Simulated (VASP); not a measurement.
A run of VASP 6.6.1:

Contents of INCAR:

```
SYSTEM = Pt
PREC = Accurate
ENCUT = 520
EDIFF = 1E-6
ISMEAR = 0
SIGMA = 0.1
LREAL = .FALSE.
LASPH = .TRUE.
NELM = 100
ALGO = Normal
ISIF = 2
LWAVE = .FALSE.
LCHARG = .TRUE.
GGA = PS
LELF = .TRUE.
LVHAR = .TRUE.
NBANDS = 11
```

File KPOINTS:

```
Automatic mesh
0
G
  8 8 8
  0 0 0
```

File POSCAR:

```
Pt
1.0
    0.0000000000      1.9578849164      1.9578849164
    1.9578849164      0.0000000000      1.9578849164
    1.9578849164      1.9578849164      0.0000000000
Pt
1
Direct
    0.0000000000      0.0000000000      0.0000000000
```

Potentials or basis: VASP PAW PBE potentials, release 64 (Pt).

Command:

```bash
$ cat potpaw_PBE.64/Pt/POTCAR > POTCAR
$ mpirun -np 1 vasp_std > vasp.out
```

Hardware: 1 thread of Intel(R) Xeon(R) 6975P-C (Granite Rapids) (shared host).

Problem. Estimate the wall time of this run.

Solution. Wall time 3 s on 1 thread of Intel(R) Xeon(R) 6975P-C (Granite Rapids) (shared host), peak memory 0.14 GiB. Counts: scf iterations 11, k points 29.
